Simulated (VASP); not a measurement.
# CdTe (I-4m2) in VASP: notebook, part 2 of 2

VASP 6.6.1.

## Step 4: Single point, r2SCAN (in-plane strain -0.005)

POSCAR

```
CdTe
1.0
    3.2614844484      3.2614844484      0.0000000000
   -3.2614844484      3.2614844484      0.0000000000
    0.0000000000      3.2614844484      3.2877074389
Cd Te
1 1
Direct
    0.0000000000      0.0000000000      0.0000000000
    0.7500000000      0.2500000000      0.5000000000
```

INCAR.step1

```
SYSTEM = CdTe
PREC = Accurate
ENCUT = 550
ISMEAR = 0
SIGMA = 0.01
LREAL = .FALSE.
LASPH = .TRUE.
NELM = 120
NBANDS = 16
GGA = PE
ALGO = Normal
EDIFF = 1E-5
LWAVE = .TRUE.
LCHARG = .FALSE.
GGA_COMPAT = .FALSE.
```

INCAR.step2

```
SYSTEM = CdTe
PREC = Accurate
ENCUT = 550
EDIFF = 1E-6
ISMEAR = 0
SIGMA = 0.01
LREAL = .FALSE.
LASPH = .TRUE.
NELM = 120
ALGO = Normal
ISIF = 2
LWAVE = .FALSE.
LCHARG = .TRUE.
METAGGA = R2SCAN
LMIXTAU = .TRUE.
LELF = .TRUE.
LVHAR = .TRUE.
NBANDS = 16
ISTART = 1
GGA_COMPAT = .FALSE.
```

KPOINTS

```
regular mesh
0
G
  6 6 6
  0 0 0
```

Potentials or basis: VASP PAW PBE potentials, release 64 (Cd, Te).

Launch:

```sh
$ cat potpaw_PBE.64/Cd/POTCAR potpaw_PBE.64/Te/POTCAR > POTCAR
$ cp INCAR.step1 INCAR
$ mpirun -np 1 vasp_std > vasp.out
$ cp INCAR.step2 INCAR
$ mpirun -np 1 vasp_std > vasp.out
```

OUTCAR:

```text
SYSTEM = CdTe
   PREC = Accurate
   ENCUT = 550
   EDIFF = 1E-6
   ISMEAR = 0
   LREAL = .FALSE.
   LASPH = .TRUE.
   NELM = 120
   ISIF = 2
   METAGGA = R2SCAN
   ISTART = 1

 ion  position               nearest neighbor table
   1  0.000  0.000  0.000-   2 2.83   2 2.83   2 2.83   2 2.83
   2  0.750  0.250  0.500-   1 2.83   1 2.83   1 2.83   1 2.83

  LATTYP: Found a body centered tetragonal cell.
 ALAT       =     4.6124355404
 C/A-ratio  =     1.4255841237

  Lattice vectors:

 A1 = (   3.2614844484,   0.0000000000,  -3.2877074389)
 A2 = (  -3.2614844484,   0.0000000000,  -3.2877074389)
[... 626 lines left out ...]
      5      -6.3513      2.00000
      6      -5.8519      2.00000
[... 8 lines left out ...]
     15      12.8590      0.00000
     16      13.5177      0.00000

 [... further k-points ...]
[... 5 lines left out ...]
  --------------------------------------------------------------------------------------
  -------------------------------------------------------------------------------------
  Total        0.2049547      0.2049547      0.1456739      0.0000000      0.0000000     -0.0000000
  in kB        4.6947744      4.6947744      3.3368644      0.0000000      0.0000000     -0.0000000
  external PRESSURE =       4.2421377 kB  Pullay stress =       0.0000000 kB

 VOLUME and BASIS-vectors are now :
 -----------------------------------------------------------------------------
  energy-cutoff  :      550.00
  volume of cell :       69.94
      direct lattice vectors                 reciprocal lattice vectors
     3.261484448  3.261484448  0.000000000     0.153304426  0.153304426 -0.152081659
    -3.261484448  3.261484448  0.000000000    -0.153304426  0.153304426 -0.152081659
     0.000000000  3.261484448  3.287707439     0.000000000  0.000000000  0.304163317

 POSITION                                       TOTAL-FORCE (eV/Angst)
 -----------------------------------------------------------------------------------
      0.00000      0.00000      0.00000        -0.000000      0.000000      0.000000
      1.63074      4.89223      1.64385         0.000000     -0.000000      0.000000
 -----------------------------------------------------------------------------------
    total drift:                               -0.000000      0.000000     -0.000000

  FREE ENERGIE OF THE ION-ELECTRON SYSTEM (eV)
  ---------------------------------------------------
  free  energy   TOTEN  =       -46.6403031526 eV

  energy  without entropy=      -46.6403031526  energy(sigma->0) =      -46.64030315
```

OUTCAR.step1:

```text
SYSTEM = CdTe
   PREC = Accurate
   ENCUT = 550
   ISMEAR = 0
   LREAL = .FALSE.
   LASPH = .TRUE.
[... 678 lines left out ...]
      0.00000      0.00000      0.00000         0.000000      0.000000      0.000000
      1.63074      4.89223      1.64385        -0.000000     -0.000000      0.000000
 -----------------------------------------------------------------------------------
    total drift:                               -0.000000     -0.000000      0.000000

  FREE ENERGIE OF THE ION-ELECTRON SYSTEM (eV)
  ---------------------------------------------------
  free  energy   TOTEN  =        -4.7943633462 eV

  energy  without entropy=       -4.7943633462  energy(sigma->0) =       -4.79436335
```

OSZICAR.step1:

```text
N       E                     dE             d eps       ncg     rms          rms(c)
DAV:   1     0.103510200318E+03    0.10351E+03   -0.85020E+03   960   0.102E+03
DAV:   2    -0.126588646743E+01   -0.10478E+03   -0.99866E+02  1176   0.241E+02
DAV:   3    -0.499146291988E+01   -0.37256E+01   -0.37196E+01  1224   0.467E+01
DAV:   4    -0.502708351891E+01   -0.35621E-01   -0.35619E-01  1432   0.400E+00
DAV:   5    -0.502716859453E+01   -0.85076E-04   -0.85075E-04  1280   0.186E-01    0.530E+00
DAV:   6    -0.480846564576E+01    0.21870E+00   -0.37242E-01  1104   0.719E+00    0.437E+00
DAV:   7    -0.479296721437E+01    0.15498E-01   -0.10519E-01  1152   0.209E+00    0.170E+00
DAV:   8    -0.479392831137E+01   -0.96110E-03   -0.10522E-02  1104   0.116E+00    0.457E-01
DAV:   9    -0.479426608662E+01   -0.33778E-03   -0.97229E-04  1176   0.323E-01    0.104E-01
DAV:  10    -0.479432368452E+01   -0.57598E-04   -0.11163E-04  1232   0.102E-01    0.554E-02
DAV:  11    -0.479436426683E+01   -0.40582E-04   -0.82081E-05  1136   0.573E-02    0.378E-02
DAV:  12    -0.479436334620E+01    0.92063E-06   -0.30015E-06   920   0.141E-02
   1 F= -.47943633E+01 E0= -.47943633E+01  d E =-.578420E-27
```

Run time: 1.9 min. Hardware: 1 thread of AMD EPYC 9R45 (Zen 5), shared host; peak memory 0.2 GiB.

Results:

```yaml
Free_energy: -46.6403 eV
Pressure: 0.4 GPa
Band_gap_on_the_k_mesh: 1.17 eV
```

Caveat: the cell differs from its parent crystal (in-plane strain -0.005); the PAW data sets were made with another functional, which shifts forces and pressure a little; spin-orbit coupling is left out, which moves the levels of the heavy elements.

## Step 5: Overview

```tsv
cell	gap on the mesh (eV)	pressure (GPa)
a = 4.589, b = 4.589, c = 4.645 Å, angles 60.4, 60.4, 90.0°, 2 atoms	1.15	0.4
a = 4.612, b = 4.612, c = 4.641 Å, angles 60.2, 60.2, 90.0°, 2 atoms	1.15	0.2
a = 4.612, b = 4.612, c = 4.631 Å, angles 60.1, 60.1, 90.0°, 2 atoms	1.17	0.4
```

Alike in all rows: task single point; level r2SCAN; potentials or basis VASP PAW PBE potentials, release 64 (Cd, Te); no spin polarisation; k mesh 6 × 6 × 6; cutoff (eV) 550; smearing gaussian 0.01 eV.

Caveats: the PAW data sets were made with another functional, which shifts forces and pressure a little; spin-orbit coupling is left out, which moves the levels of the heavy elements.

Absolute energies hang on the potentials; compare differences alone.
